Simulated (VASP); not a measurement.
# Eu (Im-3m) in VASP: notebook

Eu is run at these levels: PBEsol; tasks: single point, relaxation of cell and atoms.

Everything below comes from runs of VASP 6.6.1. Logs are shortened: lines on timing, memory, paths and dates and some standing lists are left out, and cuts for length are marked.

## 1. The cell of the first run

Symmetry: Im-3m, No. 229, cubic system. The conventional cell has a = 4.237 Å, b = 4.237 Å, c = 4.237 Å, α = 90.00°, β = 90.00°, γ = 90.00°. Eu (site symmetry m-3m) has 14 Eu at 3.67 to 4.24 Å within 4.8 Å.

## 2. Single point, PBEsol, collinear spin, ferromagnetic start

File INCAR:

```
SYSTEM = Eu
PREC = Accurate
ENCUT = 520
EDIFF = 1E-6
ISMEAR = -1
SIGMA = 0.05
LREAL = .False.
LASPH = .True.
NELM = 150
ALGO = Normal
ISIF = 2
LWAVE = .False.
LCHARG = .False.
ISPIN = 2
MAGMOM = 7
LORBIT = 11
LMAXMIX = 6
GGA = PS
NBANDS = 18
```

File KPOINTS:

```
regular mesh
0
Gamma
  10 10 10
  0 0 0
```

File POSCAR:

```
Eu
1.0
   -2.1184852581      2.1184852581      2.1184852581
    2.1184852581     -2.1184852581      2.1184852581
    2.1184852581      2.1184852581     -2.1184852581
Eu
1
Direct
    0.0000000000      0.0000000000      0.0000000000
```

Potentials or basis: VASP PAW PBE potentials, release 64 (Eu).

Run with:

```bash
> cat potpaw_PBE.64/Eu/POTCAR > POTCAR
> mpirun -np 1 vasp_std > vasp.out
```

OUTCAR:

```text
SYSTEM = Eu
   PREC = Accurate
   ENCUT = 520
   EDIFF = 1E-6
   ISMEAR = -1
   LREAL = .False.
   LASPH = .True.
   NELM = 150
   ISIF = 2
   ISPIN = 2
   LORBIT = 11
   GGA = PS

 ion  position               nearest neighbor table
   1  0.000  0.000  0.000-

  LATTYP: Found a body centered cubic cell.
 ALAT       =     4.2369705162

  Lattice vectors:

 A1 = (  -2.1184852581,   2.1184852581,   2.1184852581)
 A2 = (   2.1184852581,  -2.1184852581,   2.1184852581)
 A3 = (   2.1184852581,   2.1184852581,  -2.1184852581)

Analysis of symmetry for initial positions (statically):
=====================================================================
 Subroutine PRICEL returns:
 Original cell was already a primitive cell.

 Routine SETGRP: Setting up the symmetry group for a
 body centered cubic supercell.

 Subroutine GETGRP returns: Found 48 space group operations
 (whereof 48 operations were pure point group operations)
 out of a pool of 48 trial point group operations.

The static configuration has the point symmetry O_h .

Analysis of symmetry for dynamics (positions and initial velocities):
=====================================================================
 Subroutine PRICEL returns:
 Original cell was already a primitive cell.

 Routine SETGRP: Setting up the symmetry group for a
 body centered cubic supercell.

 Subroutine GETGRP returns: Found 48 space group operations
 (whereof 48 operations were pure point group operations)
 out of a pool of 48 trial point group operations.

The dynamic configuration has the point symmetry O_h .

Analysis of structural, dynamic, and magnetic symmetry:
=====================================================================
 Subroutine PRICEL returns:
 Original cell was already a primitive cell.

 Routine SETGRP: Setting up the symmetry group for a
 body centered cubic supercell.

 Subroutine GETGRP returns: Found 48 space group operations
 (whereof 48 operations were pure point group operations)
 out of a pool of 48 trial point group operations.

The overall configuration has the point symmetry O_h .

 Subroutine INISYM returns: Found 48 space group operations
 (whereof 48 operations are pure point group operations),
 and found     1 'primitive' translations

----------------------------------------------------------------------------------------

                                     Primitive cell

  volume of cell :      38.0309

  direct lattice vectors                    reciprocal lattice vectors
    -2.118485258  2.118485258  2.118485258     0.000000000  0.236017691  0.236017691
     2.118485258 -2.118485258  2.118485258     0.236017691  0.000000000  0.236017691
[... 100 lines left out ...]
   IALGO  =     38    algorithm
   IMIX   =      4    mixing-type and parameters
     AMIX     =   0.40;   BMIX     =  1.00
     AMIX_MAG =   1.60;   BMIX_MAG =  1.00
  volume/ion in A,a.u.               =      38.03       256.65
  Fermi-wavevector in a.u.,A,eV,Ry     =   1.251735  2.365436 21.318156  1.566840
  Thomas-Fermi vector in A             =   2.385668
   LORBIT       =     11    0 simple, 1 ext, 2 COOP (PROOUT), +10 PAW based schemes
   GGA     = PS    functional components
   LHFCALC =     F    Hartree Fock is set to
   AEXX    =    0.0000 exact exchange contribution
   IVDW    =     0    specifies the selected vdW correction
   LEPSILON=     F    determine dielectric tensor
   LRPA    =     F    only Hartree local field effects (RPA)
 spin polarized calculation
  energy-cutoff  :      520.00
  volume of cell :       38.03
 maximum number of plane-waves:      1055
   NGX = 13   NGY = 13   NGZ = 13

 number of electron      17.0000001 magnetization       7.2455510

 Free energy of the ion-electron system (eV)
  ---------------------------------------------------
  ext. energy  EPLUGINS =         0.00000000
  ---------------------------------------------------
  free energy    TOTEN  =       -11.68915506 eV

  energy without entropy =      -11.67691858  energy(sigma->0) =      -11.68303682

 E-fermi :   2.3618     XC(G=0):  -9.3790

 val. band max:        2.3233635181   @ k =  -0.4000   0.5000   0.2000
 cond. band min:       2.3911121680   @ k =  -0.4000   0.5000   0.2000
 fundamental gap:      0.0677486499
 Fermi energy:         2.3617829653

 spin component 1

 k-point     1 :       0.0000    0.0000    0.0000
  band No.  band energies     occupation
      1     -39.2072      1.00000
      2     -17.6676      1.00000
      3     -17.6676      1.00000
      4     -17.6676      1.00000
      5      -2.1719      1.00000
      6       1.8022      0.99999
[... 493 lines left out ...]
     17       6.8340      0.00000
     18      11.5107      0.00000

 [... further k-points ...]

 spin component 2

 k-point     1 :       0.0000    0.0000    0.0000
  band No.  band energies     occupation
      1     -36.1259      1.00000
      2     -15.3275      1.00000
      3     -15.3275      1.00000
      4     -15.3275      1.00000
      5      -1.3554      1.00000
      6       5.2668      0.00000
[... 493 lines left out ...]
     17       8.0999      0.00000
     18      12.6563      0.00000

 [... further k-points ...]

------------------------ aborting loop because EDIFF is reached ----------------------------------------

  FORCE on cell =-STRESS in cart. coord.  units (eV):
  Direction    XX          YY          ZZ          XY          YZ          ZX
  --------------------------------------------------------------------------------------
  -------------------------------------------------------------------------------------
  Total       -0.0160711     -0.0160711     -0.0160711      0.0000000      0.0000000     -0.0000000
  in kB       -0.6770487     -0.6770487     -0.6770487      0.0000000      0.0000000     -0.0000000
  external PRESSURE =      -0.6770487 kB  Pullay stress =       0.0000000 kB

 VOLUME and BASIS-vectors are now :
 -----------------------------------------------------------------------------
  energy-cutoff  :      520.00
  volume of cell :       38.03
      direct lattice vectors                 reciprocal lattice vectors
    -2.118485258  2.118485258  2.118485258     0.000000000  0.236017691  0.236017691
     2.118485258 -2.118485258  2.118485258     0.236017691  0.000000000  0.236017691
     2.118485258  2.118485258 -2.118485258     0.236017691  0.236017691  0.000000000

 POSITION                                       TOTAL-FORCE (eV/Angst)
 -----------------------------------------------------------------------------------
      0.00000      0.00000      0.00000        -0.000000     -0.000000      0.000000
 -----------------------------------------------------------------------------------
    total drift:                               -0.000000     -0.000000      0.000000

  FREE ENERGIE OF THE ION-ELECTRON SYSTEM (eV)
  ---------------------------------------------------
  free  energy   TOTEN  =       -11.6891550598 eV

  energy  without entropy=      -11.6769185813  energy(sigma->0) =      -11.68303682

 total charge

# of ion       s       p       d       f       tot
--------------------------------------------------
    1        2.088   5.674   0.344   6.609  14.715

 magnetization (x)

# of ion       s       p       d       f       tot
--------------------------------------------------
    1        0.000  -0.081   0.139   6.605   6.663
```

OSZICAR:

```text
N       E                     dE             d eps       ncg     rms          rms(c)
DAV:   1     0.100028872020E+03    0.10003E+03   -0.65931E+03  4268   0.424E+03
DAV:   2     0.613218254600E+01   -0.93897E+02   -0.83525E+02  4204   0.279E+02
DAV:   3    -0.772910707197E+01   -0.13861E+02   -0.13551E+02  5026   0.993E+01
DAV:   4    -0.928866363739E+01   -0.15596E+01   -0.15472E+01  6642   0.247E+01
DAV:   5    -0.936388190655E+01   -0.75218E-01   -0.75107E-01  5860   0.633E+00    0.301E+01
DAV:   6    -0.125805923197E+02   -0.32167E+01   -0.25081E+00  4678   0.177E+01    0.199E+01
DAV:   7    -0.117842074728E+02    0.79638E+00   -0.14495E+00  4978   0.228E+01    0.137E+01
DAV:   8    -0.117036922374E+02    0.80515E-01   -0.69507E-01  4976   0.183E+01    0.585E+00
DAV:   9    -0.117072173957E+02   -0.35252E-02   -0.94482E-02  5904   0.625E+00    0.210E+00
DAV:  10    -0.116910068890E+02    0.16211E-01   -0.21313E-02  5762   0.186E+00    0.132E+00
DAV:  11    -0.116902710475E+02    0.73584E-03   -0.26549E-03  6028   0.413E-01    0.101E+00
DAV:  12    -0.116891871336E+02    0.10839E-02   -0.17285E-03  5096   0.843E-01    0.372E-01
DAV:  13    -0.116891526285E+02    0.34505E-04   -0.52435E-04  6026   0.450E-01    0.150E-01
DAV:  14    -0.116891553053E+02   -0.26768E-05   -0.28557E-05  6086   0.401E-02    0.124E-01
DAV:  15    -0.116891550598E+02    0.24549E-06   -0.23994E-06  3610   0.318E-02
   1 F= -.11689155E+02 E0= -.11683037E+02  d E =-.122365E-01  mag=     7.2462
```

Wall time 68 s (1 thread of Intel Xeon Platinum 8488C (Sapphire Rapids), shared host); peak memory 0.21 GiB.

What came out:

```yaml
Free_energy: -11.6892 eV
Pressure: -0.1 GPa
Net_moment: 7.25 μB per cell
Site_moments: Eu +6.66 μB
Valence_electrons_inside_the_program's_atomic_spheres: Eu 14.71
```

Caveat: the PAW data sets were made with another functional, which shifts forces and pressure a little; spin-orbit coupling is left out, which moves the levels of the heavy elements. The state reached can hang on the start; a lower one may exist.

## 3. Relaxation of cell and atoms, PBEsol, collinear spin, ferromagnetic start

This run uses another cell than the first one, of 47.13 Å³/atom, 1.239 times its volume.

File INCAR:

```
SYSTEM = Eu
PREC = Accurate
ENCUT = 600
EDIFF = 1E-7
ISMEAR = -1
SIGMA = 0.05
LREAL = .False.
LASPH = .True.
NELM = 150
ALGO = Normal
ISIF = 3
LWAVE = .False.
LCHARG = .False.
ISPIN = 2
MAGMOM = 7
LORBIT = 11
LMAXMIX = 6
GGA = PS
IBRION = 2
NSW = 80
EDIFFG = -0.01
```

KPOINTS is that of step 2.

File POSCAR:

```
Eu
1.0
   -2.2755000000      2.2755000000      2.2755000000
    2.2755000000     -2.2755000000      2.2755000000
    2.2755000000      2.2755000000     -2.2755000000
Eu
1
Direct
    0.0000000000      0.0000000000      0.0000000000
```

Potentials or basis: VASP PAW PBE potentials, release 64 (Eu).

Run with:

```bash
> cat potpaw_PBE.64/Eu/POTCAR > POTCAR
> mpirun -np 1 vasp_std > vasp.out
```

Wall time 14 min (1 thread of Intel Xeon Platinum 8488C (Sapphire Rapids), shared host); peak memory 0.29 GiB.

The run converged. Its results:

* Free energy: -11.6930 eV
* Relaxed volume: 37.39 Å³/atom
* Relaxed cell: a = 3.649 Å, b = 3.649 Å, c = 3.649 Å, α = 109.47°, β = 109.47°, γ = 109.47°
* Space group after relaxing (to 0.05 Å): Im-3m (No. 229)
* Energy gained by relaxing: 93.8 meV/atom
* Ionic steps: 8
* Pressure after relaxing: 0.0 GPa
* Net moment: -7.24 μB per cell
* Site moments: Eu -6.66 μB
* Valence electrons inside the program's atomic spheres: Eu 14.72

The path:
```tsv
step	energy change (eV)	largest force (eV/Å)	pressure (GPa)	volume (Å³)
1	0.0000	0.0000	-2.56	47.13
2	-0.0663	0.0000	-1.64	42.18
3	-0.0927	0.0000	-0.39	38.27
4	-0.0937	0.0000	-0.06	37.22
5	-0.0936	0.0000	0.12	37.04
6	-0.0937	0.0000	0.08	37.23
7	-0.0937	0.0000	-0.10	37.59
8	-0.0938	0.0000	-0.02	37.39
```

Final structure:
```
Eu
1.0
    -2.10648    2.10648    2.10648
     2.10648   -2.10648    2.10648
     2.10648    2.10648   -2.10648
Eu
1
Direct
  0.00000 0.00000 0.00000
```

Levels at points of the mesh, in eV from the Fermi level:
Spin up:
```csv
k point,band 1,band 2,band 3,band 4,band 5,band 6,band 7,band 8,band 9,band 10
"(0.00, 0.00, 0.00)",-38.48,-17.66,-17.66,-17.66,-3.73,2.92,2.92,2.92,3.83,3.83
"(0.50, 0.00, 0.00)",-38.40,-18.46,-17.91,-17.67,-1.07,1.24,2.01,3.78,4.13,4.20
"(0.50, 0.50, 0.50)",-38.35,-18.20,-18.20,-18.20,-0.57,-0.57,3.93,3.93,3.93,4.02
```
Spin down:
| k point | band 10 | band 11 | band 12 | band 13 | band 14 | band 15 |
| --- | --- | --- | --- | --- | --- | --- |
| (0.00, 0.00, 0.00) | -0.35 | -0.35 | -0.30 | 1.86 | 1.86 | 1.86 |
| (0.50, 0.00, 0.00) | -0.37 | -0.35 | -0.33 | 0.29 | 1.24 | 3.77 |
| (0.50, 0.50, 0.50) | -0.50 | -0.31 | -0.31 | -0.31 | 5.75 | 5.75 |

Caveat: the volume moved by over 15 % at a fixed basis, so the end points are rough; the PAW data sets were made with another functional, which shifts forces and pressure a little; spin-orbit coupling is left out, which moves the levels of the heavy elements; the volume moved by -21 % from the deposited cell, more than functionals usually miss.
